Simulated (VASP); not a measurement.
# TiCo: single point with PBE

TiCo:

```
Ti Co
1.0
     0.00000    2.29492    2.29492
     2.29492    0.00000    2.29492
     2.29492    2.29492    0.00000
Ti Co
1 1
Direct
  0.00000 0.00000 0.00000
  0.50000 0.50000 0.50000
```

The cell was generated, and may not be a known phase.

```yaml
Program: VASP 6.6.1
Task: single point
Functional: PBE
Potentials_or_basis: VASP PAW PBE potentials, release 64 (Ti_sv, Co)
Cutoff: 520 eV
k_mesh: 6 × 6 × 6
Occupations: gaussian, width 0.1 eV
Spin: collinear spin, ferromagnetic start
Starting_moments: "[0.0, 3.0] μB"
Dipole_correction: no
Further_INCAR_settings: ALGO = Normal; EDIFF = 1e-06; NBANDS = 22
```

```yaml
Pressure: 33.1 GPa
Net_moment: 0.00 μB per cell
Valence_electrons_inside_the_program's_atomic_spheres: Ti 10.60; Co 8.69
```

Levels at points of the mesh, in eV from the Fermi level:
Spin up:
| k point | band 6 | band 7 | band 8 | band 9 | band 10 | band 11 | band 12 | band 13 | band 14 | band 15 |
| --- | --- | --- | --- | --- | --- | --- | --- | --- | --- | --- |
| (0.00, 0.00, 0.00) | -3.45 | -3.45 | -3.26 | -3.26 | -3.26 | 2.84 | 2.84 | 2.84 | 4.38 | 4.38 |
| (0.50, 0.00, 0.00) | -3.52 | -1.82 | -1.82 | -1.13 | -1.13 | -0.06 | -0.06 | 0.71 | 2.42 | 2.42 |
| (0.50, 0.50, 0.00) | -3.35 | -2.75 | -2.06 | -0.97 | -0.97 | -0.44 | 2.57 | 2.88 | 2.88 | 4.50 |
Spin down:
```
           k point  band 7  band 8  band 9  band 10  band 11  band 12  band 13  band 14
(0.00, 0.00, 0.00)   -3.45   -3.26   -3.26    -3.26     2.84     2.84     2.84     4.38
(0.50, 0.00, 0.00)   -1.82   -1.82   -1.13    -1.13    -0.06    -0.06     0.71     2.42
(0.50, 0.50, 0.00)   -2.75   -2.06   -0.97    -0.97    -0.44     2.57     2.88     2.88
```

Run time: 39 s on 1 thread of Intel Xeon 8259CL, on a shared host, peak memory 0.15 GiB.

Caveat: the k points lie up to 0.40 Å⁻¹ apart; the moments typed at the start vanished in this run.
